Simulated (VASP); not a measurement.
# SnO2 (Cassiterite) (P4_2/mnm) in VASP: a series of runs

Runs on SnO2 (Cassiterite). Level: RPBE+D4. Tasks: single point.

Everything below comes from runs of VASP 6.6.1. Logs are shortened: lines on timing, memory, paths and dates and some standing lists are left out, and cuts for length are marked.

### 1 The cell of the first run

Symmetry: P4_2/mnm, No. 136, tetragonal system. The conventional cell has a = 4.674 Å, b = 4.674 Å, c = 3.143 Å, α = 90.00°, β = 90.00°, γ = 90.00°. Within 2.7 Å of Sn (site symmetry mmm) lie 6 O at 2.02 to 2.03 Å. O (site symmetry m2m) has 3 Sn at 2.02 to 2.03 Å and 1 O at 2.55 Å within 2.7 Å.

### 2 Single point, RPBE+D4

The input, INCAR:

```
SYSTEM = SnO2
PREC     = Accurate       ! precision mode
ENCUT    = 520            ! plane-wave cutoff, eV
EDIFF    = 1E-6           ! SCF threshold, eV
ISMEAR   = -1             ! smearing method
SIGMA    = 0.05           ! smearing width, eV
LREAL    = .FALSE.        ! projectors in reciprocal space
LASPH    = .TRUE.         ! aspherical terms in the spheres
NELM     = 80             ! most SCF steps
ALGO     = Normal         ! electronic algorithm
ISIF     = 2              ! what is computed and relaxed
LWAVE    = .FALSE.        ! write WAVECAR
LCHARG   = .FALSE.        ! write CHGCAR
GGA      = RP             ! functional
IVDW     = 13             ! dispersion correction
NBANDS   = 35             ! bands
```

The input, KPOINTS:

```
regular mesh
0
G
  6 6 8
  0 0 0
```

The input, POSCAR:

```
SnO2
1.0
    4.6739651233      0.0000000000      0.0000000000
    0.0000000000      4.6739651233      0.0000000000
    0.0000000000      0.0000000000      3.1434339099
Sn O
2 4
Direct
    0.5000000000      0.5000000000      0.5000000000
    0.0000000000      0.0000000000      0.0000000000
    0.8071000000      0.1929000000      0.5000000000
    0.6929000000      0.6929000000      0.0000000000
    0.1929000000      0.8071000000      0.5000000000
    0.3071000000      0.3071000000      0.0000000000
```

Potentials or basis: VASP PAW PBE potentials, release 64 (Sn_d, O).

Started as:

```bash
cat potpaw_PBE.64/Sn_d/POTCAR potpaw_PBE.64/O/POTCAR > POTCAR
mpirun -np 1 vasp_std > vasp.out
```

OUTCAR:

```text
SYSTEM = SnO2
   PREC = Accurate
   ENCUT = 520
   EDIFF = 1E-6
   ISMEAR = -1
   LREAL = .FALSE.
   LASPH = .TRUE.
   NELM = 80
   ISIF = 2
   GGA = RP
   IVDW = 13

 ion  position               nearest neighbor table
   1  0.500  0.500  0.500-   4 2.02   6 2.02   4 2.02   6 2.02   5 2.03   3 2.03   2 3.66   2 3.66
                             2 3.66   2 3.66   2 3.66   2 3.66   2 3.66   2 3.66
   2  0.000  0.000  0.000-   3 2.02   5 2.02   3 2.02   5 2.02   4 2.03   6 2.03   1 3.66   1 3.66
                             1 3.66   1 3.66   1 3.66   1 3.66   1 3.66   1 3.66
   3  0.807  0.193  0.500-   2 2.02   2 2.02   1 2.03
   4  0.693  0.693  0.000-   1 2.02   1 2.02   2 2.03
   5  0.193  0.807  0.500-   2 2.02   2 2.02   1 2.03
   6  0.307  0.307  0.000-   1 2.02   1 2.02   2 2.03

  LATTYP: Found a simple tetragonal cell.
 ALAT       =     4.6739651233
 C/A-ratio  =     0.6725411566

  Lattice vectors:

 A1 = (   4.6739651233,   0.0000000000,   0.0000000000)
 A2 = (   0.0000000000,   4.6739651233,   0.0000000000)
 A3 = (   0.0000000000,   0.0000000000,   3.1434339099)

Analysis of symmetry for initial positions (statically):
=====================================================================
 Subroutine PRICEL returns:
 Original cell was already a primitive cell.

 Routine SETGRP: Setting up the symmetry group for a
 simple tetragonal supercell.

 Subroutine GETGRP returns: Found 16 space group operations
 (whereof  8 operations were pure point group operations)
 out of a pool of 16 trial point group operations.

The static configuration has the point symmetry D_2h.
 The point group associated with its full space group is D_4h.

Analysis of symmetry for dynamics (positions and initial velocities):
=====================================================================
 Subroutine PRICEL returns:
 Original cell was already a primitive cell.

 Routine SETGRP: Setting up the symmetry group for a
 simple tetragonal supercell.

 Subroutine GETGRP returns: Found 16 space group operations
 (whereof  8 operations were pure point group operations)
 out of a pool of 16 trial point group operations.

The dynamic configuration has the point symmetry D_2h.
 The point group associated with its full space group is D_4h.

 Subroutine INISYM returns: Found 16 space group operations
 (whereof  8 operations are pure point group operations),
 and found     1 'primitive' translations

----------------------------------------------------------------------------------------

                                     Primitive cell

  volume of cell :      68.6713

  direct lattice vectors                    reciprocal lattice vectors
     4.673965123  0.000000000  0.000000000     0.213951104  0.000000000  0.000000000
     0.000000000  4.673965123  0.000000000     0.000000000  0.213951104  0.000000000
     0.000000000  0.000000000  3.143433910     0.000000000  0.000000000  0.318123437

  length of vectors
     4.673965123  4.673965123  3.143433910     0.213951104  0.213951104  0.318123437

  position of ions in fractional coordinates (direct lattice)
     0.500000000  0.500000000  0.500000000
     0.000000000  0.000000000  0.000000000
     0.807100000  0.192900000  0.500000000
     0.692900000  0.692900000  0.000000000
     0.192900000  0.807100000  0.500000000
     0.307100000  0.307100000  0.000000000

  ion indices of the primitive-cell ions
   primitive index   ion index
                 1           1
                 2           2
                 3           3
                 4           4
                 5           5
                 6           6

----------------------------------------------------------------------------------------

 KPOINTS: regular mesh

Automatic generation of k-mesh.
 Grid dimensions read from file:
 generate k-points for:    6    6    8

 Generating k-lattice:

  Cartesian coordinates                     Fractional coordinates (reciprocal lattice)
     0.035658517  0.000000000  0.000000000     0.166666667  0.000000000  0.000000000
     0.000000000  0.035658517  0.000000000     0.000000000  0.166666667  0.000000000
     0.000000000  0.000000000  0.039765430     0.000000000  0.000000000  0.125000000

  Length of vectors
     0.035658517  0.035658517  0.039765430

  Shift w.r.t. Gamma in fractional coordinates (k-lattice)
     0.000000000  0.000000000  0.000000000

 Subroutine IBZKPT returns following result:
 ===========================================

 Found     50 irreducible k-points:

 Following reciprocal coordinates:
            Coordinates               Weight
  0.000000  0.000000  0.000000      1.000000
  0.166667  0.000000  0.000000      4.000000
  0.333333  0.000000  0.000000      4.000000
  0.500000  0.000000  0.000000      2.000000
  0.166667  0.166667  0.000000      4.000000
  0.333333  0.166667  0.000000      8.000000
[... 16 lines left out ...]
  0.333333  0.000000  0.250000      8.000000
  0.500000  0.000000  0.250000      4.000000
 [... further k-points ...]
   k-points           NKPTS =     50   k-points in BZ     NKDIM =     50   number of bands    NBANDS=     35
   number of dos      NEDOS =    301   number of ions     NIONS =      6
   total plane-waves  NPLWV =  31104
   dimension x,y,z NGX =    36 NGY =   36 NGZ =   24
   dimension x,y,z NGXF=    72 NGYF=   72 NGZF=   48
   ions per type =               2   4
   NGX,Y,Z   is equivalent  to a cutoff of  12.80, 12.80, 12.69 a.u.
   NGXF,Y,Z  is equivalent  to a cutoff of  25.61, 25.61, 25.39 a.u.
 SYSTEM =  SnO2
   PREC   = accura    normal or accurate (medium, high low for compatibility)
   ISTART =      0    job   : 0-new  1-cont  2-samecut
   ICHARG =      2    charge: 1-file 2-atom 10-const
   ISPIN  =      1    spin polarized calculation?
   LNONCOLLINEAR =      F non collinear calculations
   LSORBIT =      F    spin-orbit coupling
   LASPH  =      T    aspherical Exc in radial PAW
   ENCUT  =  520.0 eV  38.22 Ry    6.18 a.u.   8.69  8.69  5.84*2*pi/ulx,y,z
   NELM   =     80;   NELMIN=  2; NELMDL= -5     # of ELM steps
   EDIFF  = 0.1E-05   stopping-criterion for ELM
   LREAL  =      F    real-space projection
   EDIFFG = 0.1E-04   stopping-criterion for IOM
   NSW    =      0    number of steps for IOM
   IBRION =     -1    ionic relax: 0-MD 1-quasi-New 2-CG
   NFREE  =      0    steps in history (QN), initial steepest desc. (CG)
   ISIF   =      2    stress and relaxation
   ISYM   =      2    0-nonsym 1-usesym 2-fastsym
   POTIM  = 0.5000    time-step for ionic-motion
   TEBEG  =    0.0;   TEEND  =   0.0 temperature during run
   PSTRESS=    0.0 pullay stress
   NELECT =      52.0000    total number of electrons
   NUPDOWN=      -1.0000    fix difference up-down
   EMIN   =  10.00;   EMAX   =-10.00  energy-range for DOS
   EFERMI =   0.00;   METHOD = LEGACY
   ISMEAR =    -1;   SIGMA  =   0.05  broadening in eV -4-tet -1-fermi 0-gaus
   EFERMI_NEDOS =   21; number of points for ismear=-14 and -15
   IALGO  =     38    algorithm
   IMIX   =      4    mixing-type and parameters
     AMIX     =   0.40;   BMIX     =  1.00
     AMIX_MAG =   1.60;   BMIX_MAG =  1.00
  volume/ion in A,a.u.               =      11.45        77.24
  Fermi-wavevector in a.u.,A,eV,Ry     =   1.492167  2.819787 30.294233  2.226563
  Thomas-Fermi vector in A             =   2.604730
   LORBIT       =      0    0 simple, 1 ext, 2 COOP (PROOUT), +10 PAW based schemes
   GGA     = RP    functional components
   LHFCALC =     F    Hartree Fock is set to
   AEXX    =    0.0000 exact exchange contribution
   IVDW    =    13    specifies the selected vdW correction
   LEPSILON=     F    determine dielectric tensor
   LRPA    =     F    only Hartree local field effects (RPA)
 non-spin polarized calculation
  energy-cutoff  :      520.00
  volume of cell :       68.67
 maximum number of plane-waves:      1883
 NGX is ok and might be reduce to    36
   NGX = 17   NGY = 17   NGZ = 11

 number of electron      51.9999976 magnetization

 Free energy of the ion-electron system (eV)
  ---------------------------------------------------
  ext. energy  EPLUGINS =         0.00000000
  ---------------------------------------------------
  free energy    TOTEN  =       -34.33590227 eV

  energy without entropy =      -34.33590227  energy(sigma->0) =      -34.33590227

 E-fermi :   7.7339     XC(G=0): -11.2346

 val. band max:        6.7697483006   @ k =   0.0000   0.0000   0.0000
 cond. band min:       8.6218759815   @ k =   0.0000   0.0000   0.0000
 fundamental gap:      1.8521276809
 Fermi energy:         7.7338796488

 k-point     1 :       0.0000    0.0000    0.0000
  band No.  band energies     occupation
      1     -14.4685      2.00000
      2     -13.6115      2.00000
      3     -13.2308      2.00000
      4     -13.2068      2.00000
      5     -13.2068      2.00000
      6     -13.1344      2.00000
[... 27 lines left out ...]
     34      19.5103      0.00000
     35      19.9387      0.00000

 k-point     2 :       0.1667    0.0000    0.0000
  band No.  band energies     occupation
      1     -14.4212      2.00000
      2     -13.6568      2.00000
      3     -13.2322      2.00000
      4     -13.2047      2.00000
      5     -13.2045      2.00000
      6     -13.1870      2.00000
[... 27 lines left out ...]
     34      19.4821      0.00000
     35      19.8875      0.00000

 k-point     3 :       0.3333    0.0000    0.0000
  band No.  band energies     occupation
      1     -14.2832      2.00000
      2     -13.8284      2.00000
      3     -13.2392      2.00000
      4     -13.2367      2.00000
      5     -13.2001      2.00000
      6     -13.1999      2.00000
[... 27 lines left out ...]
     34      19.5389      0.00000
     35      19.8307      0.00000
[... 723 lines left out ...]
 k-point    23 :       0.3333    0.0000    0.2500
  band No.  band energies     occupation
      1     -14.1461      2.00000
      2     -13.9847      2.00000
      3     -13.6029      2.00000
      4     -13.3188      2.00000
      5     -13.1037      2.00000
      6     -13.1020      2.00000
[... 27 lines left out ...]
     34      19.4607      0.00000
     35      19.7552      0.00000

 k-point    24 :       0.5000    0.0000    0.2500
  band No.  band energies     occupation
      1     -14.0891      2.00000
      2     -14.0891      2.00000
      3     -13.4512      2.00000
      4     -13.4512      2.00000
      5     -13.0986      2.00000
      6     -13.0986      2.00000
[... 27 lines left out ...]
     34      19.7403      0.00000
     35      19.9586      0.00000

 [... further k-points ...]

------------------------ aborting loop because EDIFF is reached ----------------------------------------

  DFT-D4 for vdW energy calculation

  Edisp (eV):   -3.48549

  FORCE on cell =-STRESS in cart. coord.  units (eV):
  Direction    XX          YY          ZZ          XY          YZ          ZX
  --------------------------------------------------------------------------------------
  -------------------------------------------------------------------------------------
  Total       6.63967     6.63967     9.79972     0.00000     0.00000     0.00000
  in kB     154.91088   154.91088   228.63840     0.00000     0.00000     0.00000
  external pressure =      179.49 kB  Pullay stress =        0.00 kB

 VOLUME and BASIS-vectors are now :
 -----------------------------------------------------------------------------
  energy-cutoff  :      520.00
  volume of cell :       68.67
      direct lattice vectors                 reciprocal lattice vectors
     4.673965123  0.000000000  0.000000000     0.213951104  0.000000000  0.000000000
     0.000000000  4.673965123  0.000000000     0.000000000  0.213951104  0.000000000
     0.000000000  0.000000000  3.143433910     0.000000000  0.000000000  0.318123437

 POSITION                                       TOTAL-FORCE (eV/Angst)
 -----------------------------------------------------------------------------------
      2.33698      2.33698      1.57172        -0.000000      0.000000     -0.000000
      0.00000      0.00000      0.00000        -0.000000      0.000000     -0.000000
      3.77236      0.90161      1.57172        -0.372984      0.372984      0.000000
      3.23859      3.23859      0.00000         0.372984      0.372984      0.000000
      0.90161      3.77236      1.57172         0.372984     -0.372984     -0.000000
      1.43537      1.43537      0.00000        -0.372984     -0.372984     -0.000000
 -----------------------------------------------------------------------------------
    total drift:                               -0.000000      0.000000      0.000000

  FREE ENERGIE OF THE ION-ELECTRON SYSTEM (eV)
  ---------------------------------------------------
  free  energy   TOTEN  =       -37.8213932128 eV

  energy  without entropy=      -37.8213932126  energy(sigma->0) =      -37.82139321
```

Wall time 3.2 min (1 thread of AMD EPYC 7R43 (Zen 3), shared host); peak memory 0.19 GiB.

Results:

```yaml
Free_energy: -37.8214 eV
Pressure: 17.9 GPa
Largest_force: 0.527 eV/Å
Band_gap_on_the_k_mesh: 1.85 eV, direct
Dispersion_energy_per_atom: -0.581 eV
```

Forces on the atoms (eV/Å):
```
Sn   0.000  0.000  0.000
Sn   0.000  0.000  0.000
O   -0.373  0.373  0.000
O    0.373  0.373  0.000
O    0.373 -0.373  0.000
O   -0.373 -0.373  0.000
```

Caveat: the PAW data sets were made with another functional, which shifts forces and pressure a little; spin-orbit coupling is left out, which moves the levels of the heavy elements.

### 3 Single point, RPBE+D4

This run uses another cell than the first one, of 11.68 Å³/atom, 1.021 times its volume.

The input, INCAR:

```
ALGO = Normal ; EDIFF = 1E-7
ENCUT = 520 ; GGA = RP
ISIF = 2 ; ISMEAR = -1
IVDW = 13 ; LASPH = True
LCHARG = True ; LELF = True
LREAL = False ; LVHAR = True
LWAVE = False ; NBANDS = 35
NELM = 60 ; PREC = Accurate
SIGMA = 0.05
```

The input, KPOINTS:

```
k-points
0
Gamma
  6 6 8
```

Edit POSCAR of step 2 so:

```diff
@@ -2,5 +2,5 @@
 1.0
-    4.6739651233      0.0000000000      0.0000000000
-    0.0000000000      4.6739651233      0.0000000000
-    0.0000000000      0.0000000000      3.1434339099
+    4.7062003841      0.0000000000      0.0000000000
+    0.0000000000      4.7062003841      0.0000000000
+    0.0000000000      0.0000000000      3.1651134496
 Sn O
```

Potentials or basis: VASP PAW PBE potentials, release 64 (Sn_d, O).

Started as:

```bash
cat potpaw_PBE.64/Sn_d/POTCAR potpaw_PBE.64/O/POTCAR > POTCAR
mpirun -np 1 vasp_std > vasp.out
```

It took 3.5 min on 1 thread of AMD EPYC 7R43 (Zen 3), shared host; peak memory 0.19 GiB.

Results (log left out):

| Property | Result |
| --- | --- |
| Free energy | -37.9599 eV |
| Pressure | 12.7 GPa |
| Largest force | 0.431 eV/Å |
| Band gap on the k mesh | 1.60 eV, direct |
| Dispersion energy per atom | -0.568 eV |

Forces in eV/Å, atoms in the order of the input:
```
Sn   0.000  0.000  0.000
Sn   0.000  0.000  0.000
O   -0.305  0.305  0.000
O    0.305  0.305  0.000
O    0.305 -0.305  0.000
O   -0.305 -0.305  0.000
```

Stress tensor (GPa, compression positive):
```
10.76  0.00  0.00
 0.00 10.76  0.00
 0.00  0.00 16.47
```

Levels at points of the mesh, in eV from the valence-band top:
| k point | band 23 | band 24 | band 25 | band 26 | band 27 | band 28 | band 29 | band 30 |
| --- | --- | --- | --- | --- | --- | --- | --- | --- |
| (0.00, 0.00, 0.00) | -1.20 | -0.79 | -0.79 | 0.00 | 1.60 | 6.46 | 6.60 | 6.60 |
| (0.50, 0.00, 0.00) | -1.17 | -1.17 | -0.64 | -0.64 | 4.75 | 4.75 | 7.36 | 7.36 |
| (0.50, 0.50, 0.00) | -1.28 | -1.28 | -0.92 | -0.92 | 5.16 | 5.16 | 7.81 | 7.81 |
| (0.00, 0.00, 0.50) | -1.68 | -1.68 | -1.28 | -1.28 | 6.57 | 6.57 | 10.09 | 10.09 |
| (0.50, 0.00, 0.50) | -1.13 | -1.13 | -0.66 | -0.66 | 6.86 | 6.86 | 8.37 | 8.37 |
| (0.50, 0.50, 0.50) | -0.98 | -0.98 | -0.86 | -0.86 | 5.23 | 5.23 | 9.17 | 9.17 |

Caveat: the PAW data sets were made with another functional, which shifts forces and pressure a little; spin-orbit coupling is left out, which moves the levels of the heavy elements.

(Part 1 of 2 ends here.)
